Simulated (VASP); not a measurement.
# Ti3Al3Cu2 (P6_3/mcm) in VASP: single point with PBE

Aim: the single point of Ti3Al3Cu2 with PBE.

Everything below comes from runs of VASP 6.6.1. Logs are shortened: lines on timing, memory, paths and dates and some standing lists are left out, and cuts for length are marked.

### Step 1. The cell of the first run

It takes space group P6_3/mcm (No. 193, hexagonal). The conventional cell has a = 7.526 Å, b = 7.526 Å, c = 4.968 Å, α = 90.00°, β = 90.00°, γ = 120.00°. Ti (site symmetry m2m) has 5 Al at 2.69 to 2.89 Å and 6 Ti at 2.83 to 2.97 Å and 4 Cu at 3.29 Å within 3.6 Å. Within 3.4 Å of Al (site symmetry m2m) lie 4 Cu at 2.59 Å and 5 Ti at 2.69 to 2.89 Å and 2 Al at 2.81 Å. Within 3.3 Å of Cu (site symmetry 32) lie 2 Cu at 2.48 Å and 6 Al at 2.59 Å and 6 Ti at 3.29 Å.

### Step 2. Single point, PBE, collinear spin

File INCAR:

```
SYSTEM = Ti3Al3Cu2
PREC = Accurate ; ENCUT = 520
EDIFF = 1E-6 ; ISMEAR = 0
SIGMA = 0.1 ; LREAL = Auto
LASPH = .True. ; NELM = 150
ALGO = Normal ; ISIF = 2
LWAVE = .False. ; LCHARG = .False.
ISPIN = 2 ; MAGMOM = 1 1 1 1 1 1 0 0 0 0 0 0 0 0 0 0
LORBIT = 11 ; LMAXMIX = 4
GGA = PE ; NBANDS = 85
```

File KPOINTS:

```
regular mesh
0
Gamma
  3 3 4
  0 0 0
```

File POSCAR:

```
Ti3Al3Cu2
1.0
    7.5262520074      0.0000000000      0.0000000000
   -3.7631260037      6.5179254337      0.0000000000
    0.0000000000      0.0000000000      4.9682220271
Ti Al Cu
6 6 4
Direct
    0.2169561871      0.2169561871      0.7500000000
    0.0000000000      0.7830438129      0.7500000000
    0.7830438129      0.0000000000      0.7500000000
    0.7830438129      0.7830438129      0.2500000000
    0.0000000000      0.2169561871      0.2500000000
    0.2169561871      0.0000000000      0.2500000000
    0.4132466965      0.0000000000      0.7500000000
    0.0000000000      0.4132466965      0.7500000000
    0.5867533035      0.5867533035      0.7500000000
    0.0000000000      0.5867533035      0.2500000000
    0.5867533035      0.0000000000      0.2500000000
    0.4132466965      0.4132466965      0.2500000000
    0.6666666667      0.3333333333      0.5000000000
    0.6666666667      0.3333333333      0.0000000000
    0.3333333333      0.6666666667      0.0000000000
    0.3333333333      0.6666666667      0.5000000000
```

Potentials or basis: VASP PAW PBE potentials, release 64 (Ti_sv, Al, Cu).

Command:

```
> cat potpaw_PBE.64/Ti_sv/POTCAR potpaw_PBE.64/Al/POTCAR potpaw_PBE.64/Cu/POTCAR > POTCAR
> mpirun -np 1 vasp_std > vasp.out
```

OUTCAR:

```text
SYSTEM = Ti3Al3Cu2
   PREC = Accurate
   ENCUT = 520
   EDIFF = 1E-6
   ISMEAR = 0
   LREAL = Auto
   LASPH = .True.
   NELM = 150
   ISIF = 2
   ISPIN = 2
   LORBIT = 11
   GGA = PE

 ion  position               nearest neighbor table
   1  0.217  0.217  0.750-   8 2.69   7 2.69   9 2.78   3 2.83   2 2.83  12 2.89  12 2.89
   2  0.000  0.783  0.750-   9 2.69   7 2.69   8 2.78   3 2.83   1 2.83  10 2.89  10 2.89
   3  0.783  0.000  0.750-   8 2.69   9 2.69   7 2.78   2 2.83   1 2.83  11 2.89  11 2.89
   4  0.783  0.783  0.250-  10 2.69  11 2.69  12 2.78   6 2.83   5 2.83   9 2.89   9 2.89
   5  0.000  0.217  0.250-  12 2.69  11 2.69  10 2.78   6 2.83   4 2.83   8 2.89   8 2.89
   6  0.217  0.000  0.250-  10 2.69  12 2.69  11 2.78   5 2.83   4 2.83   7 2.89   7 2.89
   7  0.413  0.000  0.750-  15 2.59  16 2.59  13 2.59  14 2.59   1 2.69   2 2.69   3 2.78  11 2.81
                            11 2.81   6 2.89   6 2.89
   8  0.000  0.413  0.750-  13 2.59  14 2.59  15 2.59  16 2.59   1 2.69   3 2.69   2 2.78  10 2.81
                            10 2.81   5 2.89   5 2.89
   9  0.587  0.587  0.750-  15 2.59  16 2.59  13 2.59  14 2.59   2 2.69   3 2.69   1 2.78  12 2.81
                            12 2.81   4 2.89   4 2.89
  10  0.000  0.587  0.250-  15 2.59  16 2.59  13 2.59  14 2.59   4 2.69   6 2.69   5 2.78   8 2.81
                             8 2.81   2 2.89   2 2.89
  11  0.587  0.000  0.250-  13 2.59  14 2.59  15 2.59  16 2.59   4 2.69   5 2.69   6 2.78   7 2.81
                             7 2.81   3 2.89   3 2.89
  12  0.413  0.413  0.250-  13 2.59  14 2.59  15 2.59  16 2.59   5 2.69   6 2.69   4 2.78   9 2.81
[... 5 lines left out ...]
  15  0.333  0.667  0.000-  16 2.48  16 2.48  10 2.59   7 2.59   8 2.59  11 2.59   9 2.59  12 2.59

  16  0.333  0.667  0.500-  15 2.48  15 2.48  10 2.59   7 2.59   8 2.59  11 2.59   9 2.59  12 2.59

  LATTYP: Found a hexagonal cell.
 ALAT       =     7.5262520074
 C/A-ratio  =     0.6601190104

  Lattice vectors:

 A1 = (   7.5262520074,   0.0000000000,   0.0000000000)
 A2 = (  -3.7631260037,   6.5179254337,   0.0000000000)
 A3 = (   0.0000000000,   0.0000000000,   4.9682220271)

Analysis of symmetry for initial positions (statically):
=====================================================================
 Subroutine PRICEL returns:
 Original cell was already a primitive cell.

 Routine SETGRP: Setting up the symmetry group for a
 hexagonal supercell.

 Subroutine GETGRP returns: Found 24 space group operations
 (whereof 12 operations were pure point group operations)
 out of a pool of 24 trial point group operations.

The static configuration has the point symmetry D_3d.
 The point group associated with its full space group is D_6h.

Analysis of symmetry for dynamics (positions and initial velocities):
=====================================================================
 Subroutine PRICEL returns:
 Original cell was already a primitive cell.

[... 183 lines left out ...]

 E-fermi :   8.1775     XC(G=0): -11.3344

 val. band max:        8.1338597609   @ k =   0.3333   0.0000   0.0000
 cond. band min:       8.1901978509   @ k =   0.3333   0.3333   0.0000
 fundamental gap:      0.0563380900
 Fermi energy:         8.1774926024

 spin component 1

 k-point     1 :       0.0000    0.0000    0.0000
  band No.  band energies     occupation
      1     -48.7339      1.00000
      2     -48.6766      1.00000
      3     -48.6766      1.00000
      4     -48.6717      1.00000
      5     -48.6459      1.00000
      6     -48.6459      1.00000
[... 727 lines left out ...]
     78       9.9061      0.00000
     79       9.9061      0.00000
 Fermi energy:         8.1774926024

 spin component 2

 k-point     1 :       0.0000    0.0000    0.0000
  band No.  band energies     occupation
      1     -48.5035      1.00000
      2     -48.4468      1.00000
      3     -48.4468      1.00000
      4     -48.4416      1.00000
      5     -48.4162      1.00000
      6     -48.4162      1.00000
[... 727 lines left out ...]
     78      10.0172      0.00000
     79      10.0172      0.00000
 [bands above 79 left out]

------------------------ aborting loop because EDIFF is reached ----------------------------------------

  FORCE on cell =-STRESS in cart. coord.  units (eV):
  Direction    XX          YY          ZZ          XY          YZ          ZX
  --------------------------------------------------------------------------------------
  -------------------------------------------------------------------------------------
  Total        0.1897397      0.1897397      0.7005816      0.0000000      0.0000000     -0.0000000
  in kB        1.2473252      1.2473252      4.6055360      0.0000000      0.0000000     -0.0000000
  external PRESSURE =       2.3667288 kB  Pullay stress =       0.0000000 kB

 VOLUME and BASIS-vectors are now :
 -----------------------------------------------------------------------------
  energy-cutoff  :      520.00
  volume of cell :      243.72
      direct lattice vectors                 reciprocal lattice vectors
     7.526252007  0.000000000  0.000000000     0.132868259  0.076711525  0.000000000
    -3.763126004  6.517925434  0.000000000     0.000000000  0.153423050  0.000000000
     0.000000000  0.000000000  4.968222027     0.000000000  0.000000000  0.201279249

 POSITION                                       TOTAL-FORCE (eV/Angst)
 -----------------------------------------------------------------------------------
      0.81643      1.41410      3.72617        -0.010685     -0.018507     -0.000000
     -2.94669      5.10382      3.72617        -0.010685      0.018507     -0.000000
      5.89339      0.00000      3.72617         0.021370     -0.000000      0.000000
      2.94669      5.10382      1.24206         0.010685      0.018507      0.000000
     -0.81643      1.41410      1.24206         0.010685     -0.018507      0.000000
      1.63287      0.00000      1.24206        -0.021370     -0.000000     -0.000000
[... 8 lines left out ...]
     -0.00000      4.34528      0.00000        -0.000000     -0.000000     -0.000000
     -0.00000      4.34528      2.48411        -0.000000     -0.000000     -0.000000
 -----------------------------------------------------------------------------------
    total drift:                               -0.000000     -0.000001     -0.000001

  FREE ENERGIE OF THE ION-ELECTRON SYSTEM (eV)
  ---------------------------------------------------
  free  energy   TOTEN  =       -88.8020872133 eV

  energy  without entropy=      -88.7399544150  energy(sigma->0) =      -88.77102081

 total charge

# of ion       s       p       d       tot
------------------------------------------
    1        2.209   6.125   1.898  10.232
    2        2.209   6.125   1.898  10.232
    3        2.209   6.125   1.898  10.232
    4        2.209   6.125   1.898  10.232
    5        2.209   6.125   1.898  10.232
    6        2.209   6.125   1.898  10.232
[... 8 lines left out ...]
   15        0.442   0.457   9.117  10.016
   16        0.442   0.457   9.117  10.016
--------------------------------------------------
tot         17.538  41.032  47.858 106.428

 magnetization (x)

# of ion       s       p       d       tot
------------------------------------------
    1        0.003   0.011   0.240   0.254
    2        0.003   0.011   0.240   0.254
    3        0.003   0.011   0.240   0.254
    4        0.003   0.011   0.240   0.254
    5        0.003   0.011   0.240   0.254
    6        0.003   0.011   0.240   0.254
[... 8 lines left out ...]
   15       -0.002   0.000   0.009   0.007
   16       -0.002   0.000   0.009   0.007
--------------------------------------------------
tot          0.001   0.063   1.478   1.542
```

OSZICAR:

```text
N       E                     dE             d eps       ncg     rms          rms(c)
DAV:   1     0.160174209591E+04    0.16017E+04   -0.59048E+04  3060   0.196E+03
DAV:   2     0.150327585228E+03   -0.14514E+04   -0.14149E+04  3060   0.566E+02
DAV:   3    -0.634920621046E+02   -0.21382E+03   -0.19931E+03  3731   0.211E+02
DAV:   4    -0.102775522651E+03   -0.39283E+02   -0.38218E+02  5632   0.805E+01
DAV:   5    -0.106744184241E+03   -0.39687E+01   -0.39376E+01  5304   0.230E+01    0.419E+01
DAV:   6    -0.115967894517E+03   -0.92237E+01   -0.44844E+02  4221   0.275E+02    0.318E+01
DAV:   7    -0.898221852430E+02    0.26146E+02   -0.13175E+02  4392   0.805E+01    0.939E+00
DAV:   8    -0.886991742300E+02    0.11230E+01   -0.14897E+01  4456   0.318E+01    0.303E+00
DAV:   9    -0.887995487313E+02   -0.10037E+00   -0.14973E+00  4792   0.442E+00    0.228E+00
DAV:  10    -0.888337554075E+02   -0.34207E-01   -0.55986E-01  4723   0.880E+00    0.164E+00
DAV:  11    -0.888015270096E+02    0.32228E-01   -0.27983E-01  4752   0.646E+00    0.314E-01
DAV:  12    -0.888021802788E+02   -0.65327E-03   -0.16462E-02  5038   0.909E-01    0.160E-01
DAV:  13    -0.888020628438E+02    0.11743E-03   -0.16095E-03  4872   0.383E-01    0.719E-02
DAV:  14    -0.888020805841E+02   -0.17740E-04   -0.34149E-04  4896   0.927E-02    0.250E-02
DAV:  15    -0.888020836762E+02   -0.30921E-05   -0.26253E-05  4416   0.298E-02    0.127E-02
DAV:  16    -0.888020869964E+02   -0.33202E-05   -0.98800E-06  3776   0.171E-02    0.639E-03
DAV:  17    -0.888020872133E+02   -0.21691E-06   -0.37483E-06  2864   0.199E-02
   1 F= -.88802087E+02 E0= -.88771021E+02  d E =-.621328E-01  mag=     2.0910
```

stdout:

```text
POSCAR found type information on POSCAR TiAlCu
 POSCAR found :  3 types and      16 ions
 scaLAPACK will be used
 LDA part: xc-table for (Slater+PW92), standard interpolation
 POSCAR, INCAR and KPOINTS ok, starting setup
 FFT: planning ... GRIDC
 FFT: planning ... GRID_SOFT
 FFT: planning ... GRID
 WAVECAR not read
 entering main loop
```

Run time: 10 min. Hardware: 1 thread of Intel Xeon Platinum 8488C (Sapphire Rapids), shared host; peak memory 0.57 GiB.

What came out:

| Item | Value |
| --- | --- |
| Free energy | -88.8021 eV |
| Pressure | 0.2 GPa |
| Largest force | 0.021 eV/Å |
| Net moment | 2.09 μB per cell |
| Site moments | Ti +0.25; Al -0.00; Cu +0.01 μB |
| Valence electrons inside the program's atomic spheres | Ti 10.23; Al 0.83; Cu 10.02 |

Forces on the atoms (eV/Å):
```
Ti  -0.011 -0.019  0.000
Ti  -0.011  0.019  0.000
Ti   0.021  0.000  0.000
Ti   0.011  0.019  0.000
Ti   0.011 -0.019  0.000
Ti  -0.021  0.000  0.000
Al  -0.020  0.000  0.000
Al   0.010 -0.018  0.000
Al   0.010  0.018  0.000
Al  -0.010  0.018  0.000
Al   0.020  0.000  0.000
Al  -0.010 -0.018  0.000
Cu   0.000  0.000  0.000
Cu   0.000  0.000  0.000
Cu   0.000  0.000  0.000
Cu   0.000  0.000  0.000
```

Levels at points of the mesh, in eV from the Fermi level:
Spin up:
```tsv
k point	band 64	band 65	band 66	band 67	band 68	band 69	band 70	band 71
(0.00, 0.00, 0.00)	-0.45	-0.45	-0.40	-0.06	0.23	0.23	0.60	0.60
(0.00, 0.00, 0.50)	-0.56	-0.33	-0.33	-0.15	-0.15	-0.15	-0.15	1.09
```
Spin down:
```csv
k point,band 62,band 63,band 64,band 65,band 66,band 67,band 68,band 69
"(0.00, 0.00, 0.00)",-0.97,-0.97,-0.29,-0.29,-0.21,0.33,0.45,0.45
"(0.00, 0.00, 0.50)",-0.31,-0.31,-0.31,0.03,0.03,0.03,0.03,0.06
```
